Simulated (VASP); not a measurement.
Here is a VASP 6.6.1 calculation.

The input INCAR:

```
ALGO = Normal ; EDIFF = 1E-7
ENCUT = 520 ; GGA = PE
ISIF = 2 ; ISMEAR = 0
LASPH = True ; LCHARG = False
LREAL = Auto ; LWAVE = False
NBANDS = 98 ; NELM = 60
PREC = Accurate ; SIGMA = 0.01
```

The input KPOINTS:

```
k-points
0
Gamma
  3 3 2
```

Contents of POSCAR:

```
Sc3Al13N16
1.0
    6.4152950959      0.0000000000      0.0000000000
   -3.2076475479      5.5558085258      0.0000000000
    0.0000000000      0.0000000000     10.2860084548
Al Sc N
13 3 16
Direct
    0.1662466362      0.3337533638      0.0043329111
    0.1649026074      0.8324968707      0.0041170245
    0.1650563880      0.8289249845      0.4958469643
    0.6675031293      0.3350973926      0.0041170245
    0.6710750155      0.3349436120      0.4958469643
    0.6672876165      0.8327123835     -0.0009276167
    0.3355396099      0.1644603901      0.2478069300
    0.3329775873      0.6697980267      0.2438398475
    0.3295533540      0.6655056042      0.7574628945
    0.8302019733      0.1670224127      0.2438398475
    0.8344943958      0.1704466460      0.7574628945
    0.8348087594      0.6651912406      0.2475486973
    0.8361783534      0.6638216466      0.7525232837
    0.1630399510      0.3369600490      0.4941128051
    0.6655111075      0.8344888925      0.4990268067
    0.3355616875      0.1644383125      0.7500021335
    0.1671040098      0.3328959902      0.1942432447
    0.1581021380      0.3418978620      0.7004249426
    0.1649350107      0.8331755922      0.1903358742
    0.1576019446      0.8122494238      0.6860933696
    0.6668244078      0.3350649893      0.1903358742
    0.6877505762      0.3423980554      0.6860933696
    0.6679420885      0.8320579115      0.1894929061
    0.6664451024      0.8335548976      0.7076687333
    0.3425049786      0.1574950214      0.4391348003
    0.3333110720      0.1666889280      0.9548331354
    0.3266266294      0.6790793495      0.4284893547
    0.3311850781      0.6673045630      0.9469712832
    0.8209206505      0.1733733706      0.4284893547
    0.8326954370      0.1688149219      0.9469712832
    0.8415185445      0.6584814555      0.4347642191
    0.8345941596      0.6654058404      0.9426988431
```

Potentials or basis: VASP PAW PBE potentials, release 64 (Al, Sc_sv, N).

Run with:

```bash
$ cat potpaw_PBE.64/Al/POTCAR potpaw_PBE.64/Sc_sv/POTCAR potpaw_PBE.64/N/POTCAR > POTCAR
$ mpirun -np 1 vasp_std > vasp.out
```

Predict the band gap on the k mesh.

3.64 eV.

Predict the pressure.

-1.9 GPa.

Predict the largest force.

0.194 eV/Å.

Forces on the atoms (eV/Å):
```
Al  -0.001  0.000  0.085
Al  -0.009  0.025  0.109
Al  -0.021  0.008  0.074
Al  -0.026 -0.004  0.109
Al  -0.017  0.014  0.074
Al  -0.014  0.008  0.081
Al   0.009 -0.005  0.060
Al   0.003 -0.005  0.126
Al   0.027 -0.013  0.082
Al   0.005  0.000  0.126
Al   0.024 -0.017  0.082
Al   0.015 -0.009  0.090
Al  -0.003  0.002  0.074
Sc  -0.017  0.010  0.154
Sc  -0.024  0.014  0.141
Sc   0.015 -0.009  0.159
N   -0.019  0.011 -0.097
N   -0.056  0.032 -0.045
N   -0.009  0.005 -0.104
N   -0.019 -0.030 -0.123
N   -0.009  0.005 -0.104
N    0.017  0.031 -0.123
N   -0.018  0.010 -0.089
N   -0.013  0.008 -0.020
N    0.051 -0.029 -0.114
N    0.015 -0.009 -0.027
N   -0.006  0.002 -0.194
N    0.015 -0.011 -0.093
N   -0.005  0.004 -0.194
N    0.018 -0.008 -0.093
N    0.051 -0.029 -0.130
N    0.018 -0.010 -0.076
```

Caveat: an odd mesh through Γ misses points on the zone boundary, where band edges can lie.
